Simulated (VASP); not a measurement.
# AlRu (Pm-3m) in VASP: single point with PBE

Aim: the single point of AlRu with PBE.

Everything below comes from runs of VASP 6.6.1. Logs are shortened: lines on timing, memory, paths and dates and some standing lists are left out, and cuts for length are marked.

### Step 1. The cell of the first run

Symmetry: Pm-3m, No. 221, cubic system. The conventional cell has a = 2.992 Å, b = 2.992 Å, c = 2.992 Å, α = 90.00°, β = 90.00°, γ = 90.00°. Within 3.4 Å of Al (site symmetry m-3m) lie 8 Ru at 2.59 Å and 6 Al at 2.99 Å. Within 3.4 Å of Ru (site symmetry m-3m) lie 8 Al at 2.59 Å and 6 Ru at 2.99 Å.

### Step 2. Single point, PBE

File INCAR:

```
SYSTEM = AlRu
PREC     = Accurate       ! precision mode
ENCUT    = 500            ! plane-wave cutoff, eV
EDIFF    = 1E-6           ! SCF threshold, eV
ISMEAR   = -1             ! smearing method
SIGMA    = 0.15           ! smearing width, eV
LREAL    = .FALSE.        ! projectors in reciprocal space
LASPH    = .TRUE.         ! aspherical terms in the spheres
NELM     = 120            ! most SCF steps
ALGO     = Normal         ! electronic algorithm
ISIF     = 2              ! what is computed and relaxed
LWAVE    = .FALSE.        ! write WAVECAR
LCHARG   = .TRUE.         ! write CHGCAR
GGA      = PE             ! functional
LELF     = .TRUE.         ! ELF
LVHAR    = .TRUE.       
NBANDS   = 16             ! bands
GGA_COMPAT= .FALSE.
```

File KPOINTS:

```
Automatic mesh
0
G
  8 8 8
  0 0 0
```

File POSCAR:

```
AlRu
1.0
    2.9916000000      0.0000000000      0.0000000000
    0.0000000000      2.9916000000      0.0000000000
    0.0000000000      0.0000000000      2.9916000000
Al Ru
1 1
Direct
    0.0000000000      0.0000000000      0.0000000000
    0.5000000000      0.5000000000      0.5000000000
```

Potentials or basis: VASP PAW PBE potentials, release 64 (Al, Ru_pv).

On the command line:

```
$ cat potpaw_PBE.64/Al/POTCAR potpaw_PBE.64/Ru_pv/POTCAR > POTCAR
$ mpirun -np 1 vasp_std > vasp.out
```

OUTCAR:

```text
SYSTEM = AlRu
   PREC = Accurate
   ENCUT = 500
   EDIFF = 1E-6
   ISMEAR = -1
   LREAL = .FALSE.
   LASPH = .TRUE.
   NELM = 120
   ISIF = 2
   GGA = PE

 ion  position               nearest neighbor table
   1  0.000  0.000  0.000-   2 2.59   2 2.59   2 2.59   2 2.59   2 2.59   2 2.59   2 2.59   2 2.59

   2  0.500  0.500  0.500-   1 2.59   1 2.59   1 2.59   1 2.59   1 2.59   1 2.59   1 2.59   1 2.59

  LATTYP: Found a simple cubic cell.
 ALAT       =     2.9916000000

  Lattice vectors:

 A1 = (   2.9916000000,   0.0000000000,   0.0000000000)
 A2 = (   0.0000000000,   2.9916000000,   0.0000000000)
 A3 = (   0.0000000000,   0.0000000000,   2.9916000000)

Analysis of symmetry for initial positions (statically):
=====================================================================
 Subroutine PRICEL returns:
 Original cell was already a primitive cell.

 Routine SETGRP: Setting up the symmetry group for a
 simple cubic supercell.

 Subroutine GETGRP returns: Found 48 space group operations
 (whereof 48 operations were pure point group operations)
 out of a pool of 48 trial point group operations.

The static configuration has the point symmetry O_h .

Analysis of symmetry for dynamics (positions and initial velocities):
=====================================================================
 Subroutine PRICEL returns:
 Original cell was already a primitive cell.

 Routine SETGRP: Setting up the symmetry group for a
 simple cubic supercell.

 Subroutine GETGRP returns: Found 48 space group operations
 (whereof 48 operations were pure point group operations)
 out of a pool of 48 trial point group operations.

The dynamic configuration has the point symmetry O_h .

 Subroutine INISYM returns: Found 48 space group operations
 (whereof 48 operations are pure point group operations),
 and found     1 'primitive' translations

----------------------------------------------------------------------------------------

                                     Primitive cell

  volume of cell :      26.7738

  direct lattice vectors                    reciprocal lattice vectors
     2.991600000  0.000000000  0.000000000     0.334269287  0.000000000  0.000000000
     0.000000000  2.991600000  0.000000000     0.000000000  0.334269287  0.000000000
     0.000000000  0.000000000  2.991600000     0.000000000  0.000000000  0.334269287

  length of vectors
     2.991600000  2.991600000  2.991600000     0.334269287  0.334269287  0.334269287

[... 74 lines left out ...]
   ISPIN  =      1    spin polarized calculation?
   LNONCOLLINEAR =      F non collinear calculations
   LSORBIT =      F    spin-orbit coupling
   LASPH  =      T    aspherical Exc in radial PAW
   ENCUT  =  500.0 eV  36.75 Ry    6.06 a.u.   5.45  5.45  5.45*2*pi/ulx,y,z
   NELM   =    120;   NELMIN=  2; NELMDL= -5     # of ELM steps
   EDIFF  = 0.1E-05   stopping-criterion for ELM
   LREAL  =      F    real-space projection
   EDIFFG = 0.1E-04   stopping-criterion for IOM
   NSW    =      0    number of steps for IOM
   IBRION =     -1    ionic relax: 0-MD 1-quasi-New 2-CG
   NFREE  =      0    steps in history (QN), initial steepest desc. (CG)
   ISIF   =      2    stress and relaxation
   ISYM   =      2    0-nonsym 1-usesym 2-fastsym
   POTIM  = 0.5000    time-step for ionic-motion
   TEBEG  =    0.0;   TEEND  =   0.0 temperature during run
   PSTRESS=    0.0 pullay stress
   NELECT =      17.0000    total number of electrons
   NUPDOWN=      -1.0000    fix difference up-down
   EMIN   =  10.00;   EMAX   =-10.00  energy-range for DOS
   EFERMI =   0.00;   METHOD = LEGACY
   ISMEAR =    -1;   SIGMA  =   0.15  broadening in eV -4-tet -1-fermi 0-gaus
   EFERMI_NEDOS =   21; number of points for ismear=-14 and -15
   IALGO  =     38    algorithm
   IMIX   =      4    mixing-type and parameters
     AMIX     =   0.40;   BMIX     =  1.00
     AMIX_MAG =   1.60;   BMIX_MAG =  1.00
  volume/ion in A,a.u.               =      13.39        90.34
  Fermi-wavevector in a.u.,A,eV,Ry     =   1.407087  2.659009 26.938090  1.979894
  Thomas-Fermi vector in A             =   2.529382
   LORBIT       =      0    0 simple, 1 ext, 2 COOP (PROOUT), +10 PAW based schemes
   GGA     = PE    functional components
   LHFCALC =     F    Hartree Fock is set to
   AEXX    =    0.0000 exact exchange contribution
   IVDW    =     0    specifies the selected vdW correction
   LEPSILON=     F    determine dielectric tensor
   LRPA    =     F    only Hartree local field effects (RPA)
 non-spin polarized calculation
  energy-cutoff  :      500.00
  volume of cell :       26.77
 maximum number of plane-waves:       691
 NGX is ok and might be reduce to    24
   NGX = 11   NGY = 11   NGZ = 11

 number of electron      16.9999995 magnetization

 Free energy of the ion-electron system (eV)
  ---------------------------------------------------
  ext. energy  EPLUGINS =         0.00000000
  ---------------------------------------------------
  free energy    TOTEN  =       -14.29132317 eV

  energy without entropy =      -14.16173801  energy(sigma->0) =      -14.22653059

 E-fermi :  10.7713     XC(G=0): -12.5654

 val. band max:       10.7254797352   @ k =   0.2500   0.1250   0.0000
 cond. band min:      10.8169149936   @ k =   0.5000   0.3750   0.2500
 fundamental gap:      0.0914352584
 Fermi energy:        10.7713441337

 k-point     1 :       0.0000    0.0000    0.0000
  band No.  band energies     occupation
      1     -31.0387      2.00000
      2     -31.0387      2.00000
      3     -31.0387      2.00000
      4       1.0422      2.00000
      5       7.1551      2.00000
      6       7.1551      2.00000
[... 433 lines left out ...]
      3     -31.0344      2.00000
      4       4.9219      2.00000
      5       7.2986      2.00000
      6       8.0567      2.00000
[... 8 lines left out ...]
     15      23.7008      0.00000
     16      24.0309      0.00000

 [... further k-points ...]
[... 5 lines left out ...]
  --------------------------------------------------------------------------------------
  -------------------------------------------------------------------------------------
  Total        0.5578056      0.5578056      0.5578056      0.0000000      0.0000000     -0.0000000
  in kB       33.3797339     33.3797339     33.3797339      0.0000000      0.0000000     -0.0000000
  external PRESSURE =      33.3797339 kB  Pullay stress =       0.0000000 kB

 VOLUME and BASIS-vectors are now :
 -----------------------------------------------------------------------------
  energy-cutoff  :      500.00
  volume of cell :       26.77
      direct lattice vectors                 reciprocal lattice vectors
     2.991600000  0.000000000  0.000000000     0.334269287  0.000000000  0.000000000
     0.000000000  2.991600000  0.000000000     0.000000000  0.334269287  0.000000000
     0.000000000  0.000000000  2.991600000     0.000000000  0.000000000  0.334269287

 POSITION                                       TOTAL-FORCE (eV/Angst)
 -----------------------------------------------------------------------------------
      0.00000      0.00000      0.00000         0.000000      0.000000      0.000000
      1.49580      1.49580      1.49580         0.000000      0.000000      0.000000
 -----------------------------------------------------------------------------------
    total drift:                                0.000000     -0.000000     -0.000000

  FREE ENERGIE OF THE ION-ELECTRON SYSTEM (eV)
  ---------------------------------------------------
  free  energy   TOTEN  =       -14.2913231686 eV

  energy  without entropy=      -14.1617380118  energy(sigma->0) =      -14.22653059
```

OSZICAR:

```text
N       E                     dE             d eps       ncg     rms          rms(c)
DAV:   1     0.115078597012E+03    0.11508E+03   -0.89915E+03  1152   0.964E+02
DAV:   2    -0.130639478848E+02   -0.12814E+03   -0.12222E+03  1304   0.285E+02
DAV:   3    -0.149478193365E+02   -0.18839E+01   -0.18787E+01  1392   0.366E+01
DAV:   4    -0.149613762194E+02   -0.13557E-01   -0.13531E-01  1520   0.327E+00
DAV:   5    -0.149615726863E+02   -0.19647E-03   -0.19615E-03  1296   0.371E-01    0.122E+01
DAV:   6    -0.143810495495E+02    0.58052E+00   -0.23051E+00  1264   0.164E+01    0.240E+00
DAV:   7    -0.143066886539E+02    0.74361E-01   -0.18704E-01  1168   0.483E+00    0.212E+00
DAV:   8    -0.142915094843E+02    0.15179E-01   -0.16883E-02  1336   0.108E+00    0.195E-01
DAV:   9    -0.142913298512E+02    0.17963E-03   -0.31467E-04  1424   0.155E-01    0.128E-01
DAV:  10    -0.142913248178E+02    0.50333E-05   -0.25317E-05  1216   0.545E-02    0.636E-03
DAV:  11    -0.142913236580E+02    0.11598E-05   -0.63948E-07  1104   0.829E-03    0.432E-03
DAV:  12    -0.142913231686E+02    0.48941E-06   -0.57063E-08   672   0.255E-03
   1 F= -.14291323E+02 E0= -.14226531E+02  d E =-.129585E+00
```

It took 16 s on 1 thread of Intel Xeon Platinum 8375C at 2.90GHz (Ice Lake), shared host; peak memory 0.14 GiB.

Results:

```
Free energy            : -14.2913 eV
Pressure               : 3.3 GPa
Band gap on the k mesh : zero (an odd number of electrons rules out a gap without spin polarisation)
```

Levels at points of the mesh, in eV from the Fermi level:
```csv
k point,band 6,band 7,band 8,band 9,band 10,band 11,band 12,band 13
"(0.00, 0.00, 0.00)",-3.62,0.13,0.13,0.13,6.02,6.02,6.02,10.93
"(0.50, 0.00, 0.00)",-2.81,-1.65,-1.65,0.38,2.24,7.39,10.98,10.98
"(0.50, 0.50, 0.00)",-1.42,-1.42,-1.21,-1.21,1.49,5.26,6.19,10.54
"(0.50, 0.50, 0.50)",-4.68,1.58,1.58,2.52,4.08,4.08,4.08,8.48
```

Caveat: the cell stands under pressure.
